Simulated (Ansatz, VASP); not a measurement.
## Two plane-wave programs on BiTe

```xyz
12
Lattice="4.3923 0.0000 0.0000 -2.1962 3.8039 0.0000 0.0000 0.0000 23.8886" Properties=species:S:1:pos:R:3 pbc="T T T"
Bi    0.0000    0.0000    2.9695
Bi    0.0000    0.0000   20.9191
Bi    0.0000    2.5359    6.9740
Bi    2.1962    1.2680   16.9146
Bi    2.1962    1.2680   11.0977
Bi    0.0000    2.5359   12.7909
Te    0.0000    2.5359    1.2512
Te    2.1962    1.2680   22.6374
Te    2.1962    1.2680    4.9833
Te    0.0000    2.5359   18.9053
Te    0.0000    0.0000    8.7126
Te    0.0000    0.0000   15.1760
```

Change from the starting cell: volume scaled by 0.98, ions relaxed.

Alike in both runs: functional PBE; k mesh 11 × 11 × 2; occupations fermi-dirac, width 0.05 eV; no spin polarisation.

Ansatz relaxed the structure, and its values are those at the end. VASP's run is a single point on that final structure, the one shown.

```csv
,VASP,Ansatz
version,VASP 6.6.1,Ansatz 0.2.0
potentials or method,"VASP PAW PBE potentials, release 64 (Bi_d, Te)","plane-wave PAW, scalar-relativistic"
plane-wave cutoff (eV),520,420
valence electrons in the cell,126,186
```

```tsv
	VASP	Ansatz	Ansatz less VASP
pressure (GPa)	2.9	3.0	+0.03
rms of the force components (eV/Å)	0.007	0.003	-0.0046
```

The functional is the same, so the differences come from potentials, cutoffs and numerics. VASP's potentials hold 126 valence electrons a cell and Ansatz's 186, so a difference there can come from the potentials and not from the codes. Ansatz's warnings: stress scf threshold loose.

Spin-orbit coupling is off throughout.
